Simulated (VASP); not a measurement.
# Dy3C (P1) in VASP: single point with PBE

Aim: the single point of Dy3C with PBE.

All numbers are computed with VASP 6.6.1; they aren't measurements. Logs are shortened: lines on timing, memory, paths and dates and some standing lists are left out, and cuts for length are marked.

### 1 The cell of the first run

The typed cell holds 8 atoms: a = 3.618 Å, b = 7.229 Å, c = 7.780 Å, α = 103.44°, β = 103.43°, γ = 90.02°.

### 2 Single point, PBE

File INCAR:

```
  ALGO = Normal
  EDIFF = 1E-6
  ENCUT = 600
  GGA = PE
  GGA_COMPAT = False
  ISIF = 2
  ISMEAR = 0
  LASPH = True
  LCHARG = True
  LELF = True
  LMAXMIX = 6
  LREAL = False
  LVHAR = True
  LWAVE = False
  NBANDS = 41
  NELM = 200
  PREC = Accurate
  SIGMA = 0.2
```

File KPOINTS:

```
k-points
0
Gamma
  6 4 6
```

File POSCAR:

```
Dy3C
1.0
   -0.0005732545     -3.6179123902      0.0002744073
    7.2293155202      0.0011440240     -0.0007372430
   -1.8078235139      1.8081124065      7.3483431274
Dy C
6 2
Direct
    0.1631101162      0.0817260643      0.3266347778
    0.1633179219      0.5816857440      0.3265369191
    0.8366098858      0.4183736452      0.6734043673
    0.8367000101      0.9183169848      0.6734216601
    0.5000785544      0.2499858263     -0.0000468999
    0.4999724845      0.7500410041      0.0000356133
    0.0000416990      0.4999363690     -0.0000031057
    0.0001693281     -0.0000656377      0.0000166680
```

Potentials or basis: VASP PAW PBE potentials, release 64 (Dy_3, C), 4f in core.

On the command line:

```
$ cat potpaw_PBE.64/Dy_3/POTCAR potpaw_PBE.64/C/POTCAR > POTCAR
$ mpirun -np 1 vasp_std > vasp.out
```

OUTCAR:

```text
EDIFF = 1E-6
   ENCUT = 600
   GGA = PE
   ISIF = 2
   ISMEAR = 0
   LASPH = True
   LREAL = False
   NELM = 200
   PREC = Accurate

 ion  position               nearest neighbor table
   1  0.163  0.082  0.327-   8 2.40   6 3.51   6 3.51   5 3.51   5 3.51   3 3.61   3 3.61   4 3.61
                             4 3.61   2 3.61   2 3.61
   2  0.163  0.582  0.327-   7 2.40   6 3.51   5 3.51   5 3.51   6 3.51   4 3.61   4 3.61   3 3.61
                             3 3.61   1 3.61   1 3.61
   3  0.837  0.418  0.673-   7 2.40   5 3.51   6 3.51   6 3.51   5 3.51   1 3.61   1 3.61   2 3.61
                             2 3.61   4 3.61   4 3.62
   4  0.837  0.918  0.673-   8 2.40   5 3.51   5 3.51   6 3.51   6 3.51   2 3.61   1 3.61   2 3.61
                             1 3.61   3 3.61   3 3.62
   5  0.500  0.250  1.000-   7 2.56   8 2.56   7 2.56   8 2.56   3 3.51   4 3.51   4 3.51   2 3.51
                             2 3.51   1 3.51   1 3.51   3 3.51   6 3.61   6 3.61
   6  0.500  0.750  0.000-   8 2.56   8 2.56   7 2.56   7 2.56   2 3.51   1 3.51   4 3.51   3 3.51
                             3 3.51   1 3.51   2 3.51   4 3.51   5 3.61   5 3.61
   7  0.000  0.500  1.000-   2 2.40   3 2.40   5 2.56   6 2.56   5 2.56   6 2.56
   8  0.000  1.000  0.000-   4 2.40   1 2.40   6 2.56   6 2.56   5 2.56   5 2.56

  LATTYP: Found a triclinic cell.
 ALAT       =     3.6179124460
 B/A-ratio  =     2.8276028558
 C/A-ratio  =     2.1505400127
 COS(alpha) =     0.0000553232
 COS(beta)  =     0.2322828354
 COS(gamma) =     0.7075367162

  Lattice vectors:

 A1 = (  -0.0005732545,  -3.6179123902,   0.0002744073)
 A2 = (  -7.2304620292,  -7.2369688044,   0.0012860576)
 A3 = (   1.8078235139,  -1.8081124065,  -7.3483431274)

Analysis of symmetry for initial positions (statically):
=====================================================================
 Subroutine PRICEL returns:
 Original cell was already a primitive cell.

 Routine SETGRP: Setting up the symmetry group for a
 triclinic supercell.

 Subroutine GETGRP returns: Found  1 space group operations
 (whereof  1 operations were pure point group operations)
 out of a pool of  2 trial point group operations.

The static configuration has the point symmetry C_1 .

Analysis of symmetry for dynamics (positions and initial velocities):
=====================================================================
 Subroutine PRICEL returns:
 Original cell was already a primitive cell.

 Routine SETGRP: Setting up the symmetry group for a
 triclinic supercell.

 Subroutine GETGRP returns: Found  1 space group operations
 (whereof  1 operations were pure point group operations)
 out of a pool of  2 trial point group operations.

The dynamic configuration has the point symmetry C_1 .

 Subroutine INISYM returns: Found  1 space group operations
 (whereof  1 operations are pure point group operations),
 and found     1 'primitive' translations

----------------------------------------------------------------------------------------

                                     Primitive cell

  volume of cell :     192.1949

  direct lattice vectors                    reciprocal lattice vectors
    -0.000573254 -3.617912390  0.000274407     0.000050676 -0.276397341  0.068022011
     7.229315520  0.001144024 -0.000737243     0.138329156 -0.000019337  0.034036198
    -1.807823514  1.808112407  7.348343127     0.000013876  0.000010319  0.136085973

  length of vectors
     3.617912446  7.229315648  7.780465478     0.284644491  0.142454970  0.136085974

  position of ions in fractional coordinates (direct lattice)
     0.163110116  0.081726064  0.326634778
     0.163317922  0.581685744  0.326536919
     0.836609886  0.418373645  0.673404367
     0.836700010  0.918316985  0.673421660
     0.500078554  0.249985826  0.999953100
     0.499972484  0.750041004  0.000035613
     0.000041699  0.499936369  0.999996894
     0.000169328  0.999934362  0.000016668

  ion indices of the primitive-cell ions
   primitive index   ion index
                 1           1
                 2           2
                 3           3
                 4           4
                 5           5
                 6           6
                 7           7
                 8           8

----------------------------------------------------------------------------------------

 KPOINTS: k-points

Automatic generation of k-mesh.
 Grid dimensions read from file:
 generate k-points for:    6    4    6

 Generating k-lattice:

  Cartesian coordinates                     Fractional coordinates (reciprocal lattice)
     0.000008446 -0.046066223  0.011337002     0.166666667 -0.000000000  0.000000000
     0.034582289 -0.000004834  0.008509050    -0.000000000  0.250000000  0.000000000
     0.000002313  0.000001720  0.022680996    -0.000000000  0.000000000  0.166666667

  Length of vectors
     0.047440749  0.035613743  0.022680996

  Shift w.r.t. Gamma in fractional coordinates (k-lattice)
     0.000000000  0.000000000  0.000000000

 Subroutine IBZKPT returns following result:
 ===========================================

 Found     76 irreducible k-points:

 Following reciprocal coordinates:
            Coordinates               Weight
  0.000000  0.000000  0.000000      1.000000
  0.166667  0.000000 -0.000000      2.000000
  0.333333  0.000000 -0.000000      2.000000
  0.500000  0.000000 -0.000000      1.000000
  0.000000  0.250000 -0.000000      2.000000
  0.166667  0.250000 -0.000000      2.000000
[... 16 lines left out ...]
  0.333333  0.250000  0.166667      2.000000
  0.500000  0.250000  0.166667      2.000000
 [... further k-points ...]
   k-points           NKPTS =     76   k-points in BZ     NKDIM =     76   number of bands    NBANDS=     41
   number of dos      NEDOS =    301   number of ions     NIONS =      8
   total plane-waves  NPLWV = 115200
   dimension x,y,z NGX =    30 NGY =   60 NGZ =   64
   dimension x,y,z NGXF=    60 NGYF=  120 NGZF=  128
   ions per type =               6   2
   NGX,Y,Z   is equivalent  to a cutoff of  13.79, 13.80, 13.67 a.u.
   NGXF,Y,Z  is equivalent  to a cutoff of  27.57, 27.60, 27.35 a.u.
 SYSTEM =  unknown system
   PREC   = accura    normal or accurate (medium, high low for compatibility)
   ISTART =      0    job   : 0-new  1-cont  2-samecut
   ICHARG =      2    charge: 1-file 2-atom 10-const
   ISPIN  =      1    spin polarized calculation?
   LNONCOLLINEAR =      F non collinear calculations
   LSORBIT =      F    spin-orbit coupling
   LASPH  =      T    aspherical Exc in radial PAW
   ENCUT  =  600.0 eV  44.10 Ry    6.64 a.u.   7.23 14.44 15.54*2*pi/ulx,y,z
   NELM   =    200;   NELMIN=  2; NELMDL= -5     # of ELM steps
   EDIFF  = 0.1E-05   stopping-criterion for ELM
   LREAL  =      F    real-space projection
   EDIFFG = 0.1E-04   stopping-criterion for IOM
   NSW    =      0    number of steps for IOM
   IBRION =     -1    ionic relax: 0-MD 1-quasi-New 2-CG
   NFREE  =      0    steps in history (QN), initial steepest desc. (CG)
   ISIF   =      2    stress and relaxation
   ISYM   =      2    0-nonsym 1-usesym 2-fastsym
   POTIM  = 0.5000    time-step for ionic-motion
   TEBEG  =    0.0;   TEEND  =   0.0 temperature during run
   PSTRESS=    0.0 pullay stress
   NELECT =      62.0000    total number of electrons
   NUPDOWN=      -1.0000    fix difference up-down
   EMIN   =  10.00;   EMAX   =-10.00  energy-range for DOS
   EFERMI =   0.00;   METHOD = LEGACY
   ISMEAR =     0;   SIGMA  =   0.20  broadening in eV -4-tet -1-fermi 0-gaus
   EFERMI_NEDOS =   21; number of points for ismear=-14 and -15
   IALGO  =     38    algorithm
   IMIX   =      4    mixing-type and parameters
     AMIX     =   0.40;   BMIX     =  1.00
     AMIX_MAG =   1.60;   BMIX_MAG =  1.00
  volume/ion in A,a.u.               =      24.02       162.12
  Fermi-wavevector in a.u.,A,eV,Ry     =   1.122772  2.121731 17.151725  1.260616
  Thomas-Fermi vector in A             =   2.259434
   LORBIT       =      0    0 simple, 1 ext, 2 COOP (PROOUT), +10 PAW based schemes
   GGA     = PE    functional components
   LHFCALC =     F    Hartree Fock is set to
   AEXX    =    0.0000 exact exchange contribution
   IVDW    =     0    specifies the selected vdW correction
   LEPSILON=     F    determine dielectric tensor
   LRPA    =     F    only Hartree local field effects (RPA)
 non-spin polarized calculation
 Gauss-broadening in eV      SIGMA  =   0.20
  energy-cutoff  :      600.00
  volume of cell :      192.19
 maximum number of plane-waves:      6453
 NGX is ok and might be reduce to    30
   NGX = 15   NGY = 29   NGZ = 31

 number of electron      62.0000003 magnetization

 Free energy of the ion-electron system (eV)
  ---------------------------------------------------
  ext. energy  EPLUGINS =         0.00000000
  ---------------------------------------------------
  free energy    TOTEN  =       -46.73617476 eV

  energy without entropy =      -46.57530601  energy(sigma->0) =      -46.65574038

 E-fermi :   3.4484     XC(G=0): -10.2181

 val. band max:        3.4463456619   @ k =   0.5000   0.5000   0.3333
 cond. band min:       3.4524127546   @ k =   0.5000   0.5000   0.3333
 fundamental gap:      0.0060670926
 Fermi energy:         3.4484263526

 k-point     1 :       0.0000    0.0000    0.0000
  band No.  band energies     occupation
      1     -19.8984      2.00000
      2     -19.8244      2.00000
      3     -19.6678      2.00000
      4     -19.6197      2.00000
      5     -19.5831      2.00000
      6     -19.5254      2.00000
[... 33 lines left out ...]
     40       5.4235      0.00000
     41       5.8221      0.00000

 k-point     2 :       0.1667    0.0000   -0.0000
  band No.  band energies     occupation
      1     -19.8652      2.00000
      2     -19.8197      2.00000
      3     -19.7056      2.00000
      4     -19.6778      2.00000
      5     -19.6151      2.00000
      6     -19.5162      2.00000
[... 957 lines left out ...]
     40       5.8505      0.00000
     41       6.2152      0.00000

 k-point    24 :       0.5000    0.2500    0.1667
  band No.  band energies     occupation
      1     -19.8689      2.00000
      2     -19.8299      2.00000
      3     -19.8277      2.00000
      4     -19.8254      2.00000
      5     -19.6883      2.00000
      6     -19.6586      2.00000
[... 33 lines left out ...]
     40       6.0921      0.00000
     41       7.0387      0.00000

 [... further k-points ...]

------------------------ aborting loop because EDIFF is reached ----------------------------------------

  FORCE on cell =-STRESS in cart. coord.  units (eV):
  Direction    XX          YY          ZZ          XY          YZ          ZX
  --------------------------------------------------------------------------------------
  -------------------------------------------------------------------------------------
  Total        0.7044307      0.6698563      0.8302056     -0.0222406      0.0062746      0.0114581
  in kB        5.8722836      5.5840639      6.9207698     -0.1854023      0.0523061      0.0955173
  external PRESSURE =       6.1257057 kB  Pullay stress =       0.0000000 kB

 VOLUME and BASIS-vectors are now :
 -----------------------------------------------------------------------------
  energy-cutoff  :      600.00
  volume of cell :      192.19
      direct lattice vectors                 reciprocal lattice vectors
    -0.000573254 -3.617912390  0.000274407     0.000050676 -0.276397341  0.068022011
     7.229315520  0.001144024 -0.000737243     0.138329156 -0.000019337  0.034036198
    -1.807823514  1.808112407  7.348343127     0.000013876  0.000010319  0.136085973

 POSITION                                       TOTAL-FORCE (eV/Angst)
 -----------------------------------------------------------------------------------
      0.00023      0.00057      2.40021        -0.001034     -0.001603      0.034612
      3.61478      0.00021      2.39912        -0.001389      0.000225      0.038533
      1.80668     -1.80871      4.94833         0.000457     -0.000545     -0.036137
      5.42090     -1.80843      4.94809         0.001120     -0.000183     -0.036713
     -0.00080     -0.00093      7.34795         0.000482      0.001789      0.001429
      5.42193     -1.80793     -0.00015        -0.001516     -0.000790     -0.000729
      1.80638      1.80853      7.34795         0.000843     -0.000475     -0.001192
      7.22881      0.00056     -0.00061         0.001037      0.001582      0.000198
 -----------------------------------------------------------------------------------
    total drift:                               -0.000025      0.000010     -0.000074

  FREE ENERGIE OF THE ION-ELECTRON SYSTEM (eV)
  ---------------------------------------------------
  free  energy   TOTEN  =       -46.7361747580 eV

  energy  without entropy=      -46.5753060103  energy(sigma->0) =      -46.65574038
```

Wall time 6.9 min (1 thread of Intel Xeon 6975P-C (Granite Rapids), shared host); peak memory 0.7 GiB.

Results:

```
Free energy            : -46.7362 eV
Pressure               : 0.6 GPa
Largest force          : 0.039 eV/Å
Band gap on the k mesh : zero (bands 31 and 32 overlap by 0.53 eV)
```

Forces on the atoms (eV/Å):
```
Dy  -0.001 -0.002  0.035
Dy  -0.001  0.000  0.039
Dy   0.000 -0.001 -0.036
Dy   0.001  0.000 -0.037
Dy   0.000  0.002  0.001
Dy  -0.002 -0.001 -0.001
C    0.001  0.000 -0.001
C    0.001  0.002  0.000
```

Levels at points of the mesh, in eV from the Fermi level:
| k point | band 28 | band 29 | band 30 | band 31 | band 32 | band 33 | band 34 | band 35 |
| --- | --- | --- | --- | --- | --- | --- | --- | --- |
| (0.00, 0.00, 0.00) | -0.41 | -0.35 | -0.29 | 0.16 | 0.18 | 0.19 | 0.85 | 1.20 |
| (0.50, 0.00, 0.00) | -1.28 | -0.75 | -0.42 | -0.34 | -0.14 | 0.15 | 0.84 | 0.85 |
| (0.00, 0.50, 0.00) | -1.04 | -1.04 | -1.04 | 0.13 | 0.13 | 0.98 | 0.98 | 1.24 |
| (0.50, 0.50, 0.00) | -0.91 | -0.48 | -0.48 | 0.00 | 0.00 | 0.25 | 0.25 | 0.67 |
| (0.00, 0.00, 0.50) | -0.88 | -0.41 | 0.05 | 0.05 | 0.16 | 0.85 | 0.97 | 1.20 |
| (0.50, 0.00, 0.50) | -1.28 | -0.75 | -0.42 | -0.34 | -0.14 | 0.16 | 0.85 | 0.85 |
| (0.00, 0.50, 0.50) | -1.08 | -0.93 | -0.93 | -0.01 | -0.01 | 0.84 | 0.84 | 1.68 |
| (0.50, 0.50, 0.50) | -0.91 | -0.48 | -0.48 | 0.00 | 0.00 | 0.25 | 0.25 | 0.67 |

Caveat: spin-orbit coupling is left out, which moves the levels of the heavy elements; the 4f electrons are frozen in the core, so they carry no moment and show no levels. Spin polarisation is off, so any magnetic state and its effect on volume and gap are missing.
